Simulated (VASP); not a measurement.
Crystal: ZrB.

```
Zr B
1.0
     0.00000    2.27754    2.27754
     2.27754    0.00000    2.27754
     2.27754    2.27754    0.00000
Zr B
1 1
Direct
  0.00000 0.00000 0.00000
  0.50000 0.50000 0.50000
```

Program: VASP 6.6.1. Alike in all runs: task single point; potentials or basis VASP PAW PBE potentials, release 64 (Zr_sv, B); cell as given; cutoff (eV) 520.

Question: Order these runs on this cell by their pressure, lowest first.
A. level r2SCAN; spin collinear; k mesh 10 × 10 × 10; smearing gaussian 0.025 eV
B. level HSE06; spin off; k mesh 6 × 6 × 6; smearing fermi-dirac 0.05 eV; grid for exact exchange (PRECFOCK) Normal; share of exact exchange 0.25; screening parameter 0.2079 1/Å
C. level BLYP; spin non-collinear, zero start, SOC; k mesh 10 × 10 × 10; smearing methfessel-paxton 0.1 eV

Answer: B (53.8 GPa), A (56.4 GPa), C (62.3 GPa).

Caveats: some runs use coarse meshes; the PAW data sets were made with another functional, which shifts forces and pressure a little; the cell stands under pressure (at least some runs).
